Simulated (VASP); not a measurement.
Input of a VASP 6.6.1 run:

Contents of INCAR:

```
SYSTEM = Sr
ALGO = Normal
EDIFF = 1E-6
ENCUT = 520
GGA = PS
ISIF = 2
ISMEAR = 0
LASPH = .True.
LCHARG = .False.
LREAL = .False.
LWAVE = .False.
NBANDS = 11
NELM = 100
PREC = Accurate
SIGMA = 0.03
```

The input KPOINTS:

```
k-points
0
Gamma
  10 10 10
  0 0 0
```

The input POSCAR:

```
Sr
1.0
    0.0000000000      2.7105621639      3.8327348998
    2.7105621639      0.0000000000      3.8327348998
    2.7105621639      2.7105621639      0.0000000000
Sr
1
Direct
    0.0000000000      0.0000000000      0.0000000000
```

Potentials or basis: VASP PAW PBE potentials, release 64 (Sr_sv).

Run with:

```sh
$ cat potpaw_PBE.64/Sr_sv/POTCAR > POTCAR
$ mpirun -np 1 vasp_std > vasp.out
```

(1) What does it give for the pressure?

(2) What does it give for the band gap on the k mesh?

Results:

(1) -0.7 GPa.

(2) zero (bands 5 and 6 overlap by 0.43 eV).

Caveat: the PAW data sets were made with another functional, which shifts forces and pressure a little.
